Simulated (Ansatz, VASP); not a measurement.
# PbS: VASP beside Ansatz

```
Pb S
1.0
     0.00000    2.96575    2.96575
     2.96575    0.00000    2.96575
     2.96575    2.96575    0.00000
Pb S
1 1
Cartesian
  -0.0225 -0.0007 -0.0359
  2.9442 2.9746 2.9288
```

Alike in both runs: functional PBE; k mesh 5 × 5 × 5; no spin polarisation.

Ansatz relaxed the structure, and its values are those at the end. VASP's run is a single point on that final structure, the one shown.

|  | VASP | Ansatz |
| --- | --- | --- |
| version | VASP 6.6.1 | Ansatz 0.2.0 |
| potentials or method | VASP PAW PBE potentials, release 64 (Pb_d, S), cutoff 520 eV | plane waves, PAW |
| occupations | gaussian, width 0.01 eV | fixed |
| valence electrons in the cell | 20 | 20 |

|  | VASP | Ansatz | Ansatz less VASP |
| --- | --- | --- | --- |
| gap on the k mesh at the Fermi level (eV) | 1.30 | 1.30 | -0.002 |

Neither program's run includes spin-orbit coupling.
